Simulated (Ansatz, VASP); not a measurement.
## Si16B: VASP beside Ansatz

```
Si B
1.0
     0.00000    5.43000    5.43000
     5.43000    0.00000    5.43000
     5.43000    5.43000    0.00000
Si B
16 1
Direct
  0.00221 0.00595 0.99271
  0.13074 0.11449 0.12735
  0.00224 0.00579 0.49905
  0.13308 0.12915 0.61880
  0.99463 0.49231 0.00674
  0.13295 0.63229 0.11193
  0.99774 0.49995 0.50117
  0.13283 0.63209 0.62330
  0.50328 0.00222 0.99719
  0.62934 0.12887 0.11803
  0.50725 0.00852 0.49205
  0.62935 0.12884 0.62365
  0.50667 0.50186 0.99274
  0.61722 0.62953 0.12663
  0.50659 0.50185 0.49870
  0.62710 0.63442 0.61919
  0.19415 0.70057 0.30290
```

Alike in both runs: functional PBE; k mesh 2 × 2 × 2; occupations fermi-dirac, width 0.05 eV; collinear spin.

Ansatz relaxed the structure, and its values are those at the end. VASP's run is a single point on that final structure, the one shown.

|  | VASP | Ansatz |
| --- | --- | --- |
| version | VASP 6.6.1 | Ansatz 0.2.0 |
| potentials or method | VASP PAW PBE potentials, release 64 (Si, B), cutoff 520 eV | scalar-relativistic, plane waves, PAW |
| valence electrons in the cell | 67 | 67 |

```tsv
	VASP	Ansatz	Ansatz less VASP
rms of the force components (eV/Å)	0.014	0.014	0.0000
net moment per atom (μB)	0.00	0.00	0.000
```

Ansatz's warnings: filled band counts differ across k points, seeded moment not kept.

The k mesh is coarse, so the values compare programs but aren't converged.
